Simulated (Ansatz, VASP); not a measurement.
Ta in VASP and in Ansatz

File INCAR:

```
ALGO     = Fast           # electronic algorithm
EDIFF    = 1E-6           # SCF threshold, eV
ENCUT    = 520            # plane-wave cutoff, eV
GGA      = PS             # functional
ISIF     = 2              # what is computed and relaxed
ISMEAR   = 0              # smearing method
LASPH    = T              # aspherical terms in the spheres
LCHARG   = F              # write CHGCAR
LREAL    = F              # projectors in reciprocal space
LWAVE    = F              # write WAVECAR
NBANDS   = 12             # bands
NELM     = 80             # most SCF steps
PREC     = Accurate       # precision mode
SIGMA    = 0.15           # smearing width, eV
```

The input KPOINTS:

```
k-points
0
Gamma
  26 26 26
```

File POSCAR:

```
Ta
1.0
   -1.7714805432      1.7714805432      1.5746493717
    1.7714805432     -1.7714805432      1.5746493717
    1.7714805432      1.7714805432     -1.5746493717
Ta
1
Direct
    0.0000000000      0.0000000000      0.0000000000
```

Input for Ansatz:

```yaml
crystal:
  lattice:
    - [-1.7714805432, 1.7714805432, 1.5746493717]
    - [1.7714805432, -1.7714805432, 1.5746493717]
    - [1.7714805432, 1.7714805432, -1.5746493717]
  atoms:
    - { symbol: Ta, position: [0.0, 0.0, 0.0] }
basis:
  ecutwfc: 420
kpoints:
  mp_grid: { grid: [26, 26, 26] }
hamiltonian:
  xc: pbesol
scf:
  occupations: { method: gaussian, width: 0.15 }
output:
  forces: true
  stress: true
  eigenvalues: true
```

Change from the starting cell: strain +0.080 along x and y, -0.040 along z, atoms carried along.

Alike in both runs: task single point; functional PBEsol; k mesh 26 × 26 × 26; occupations gaussian, width 0.15 eV; no spin polarisation.

|  | VASP | Ansatz |
| --- | --- | --- |
| version | VASP 6.6.1 | Ansatz 0.2.0 |
| potentials or method | VASP PAW PBE potentials, release 64 (Ta_pv), cutoff 520 eV | scalar-relativistic, plane waves, PAW |
| valence electrons in the cell | 11 | 13 |

VASP gave:

```
gap on the k mesh at the Fermi level (eV)                     : none
pressure (GPa)                                                : -17.8
traceless stress, the component that is largest in VASP (GPa) : 3.31
```

Estimate Ansatz's values.

gap on the k mesh at the Fermi level (eV): none; pressure (GPa): -17.8; traceless stress, the component that is largest in VASP (GPa): 3.34.

VASP's potentials were made for PBE, not for PBEsol. A gap of «none» marks a metal or a gap that the smearing closes. VASP's potentials hold 11 valence electrons a cell and Ansatz's 13, so a difference there can come from the potentials and not from the codes.

Spin-orbit coupling is off throughout.
